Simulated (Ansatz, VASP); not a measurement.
Mo in VASP and in Ansatz

```xyz
1
Lattice="-1.5559 1.5559 1.5559 1.5559 -1.5559 1.5559 1.5559 1.5559 -1.5559" Properties=species:S:1:pos:R:3 pbc="T T T"
Mo    0.0000    0.0000    0.0000
```

Alike in both runs: functional LDA; k mesh 20 × 20 × 20; occupations fermi-dirac, width 0.15 eV; no spin polarisation.

Ansatz relaxed the structure, and its values are those at the end. VASP's run is a single point on that final structure, the one shown.

|  | VASP | Ansatz |
| --- | --- | --- |
| version | VASP 6.6.1 | Ansatz 0.2.0 |
| potentials or method | VASP PAW LDA potentials, release 64 (Mo_sv), cutoff 520 eV | scalar-relativistic, plane waves, PAW |
| valence electrons in the cell | 14 | 14 |

|  | VASP | Ansatz | Ansatz less VASP |
| --- | --- | --- | --- |
| gap on the k mesh at the Fermi level (eV) | none | none | - |
| pressure (GPa) | 1.2 | 0.0 | -1.20 |

LDA's correlation is that of Perdew and Zunger in VASP and of Perdew and Wang (1992) in Ansatz. A gap of «none» marks a metal or a gap that the smearing closes.
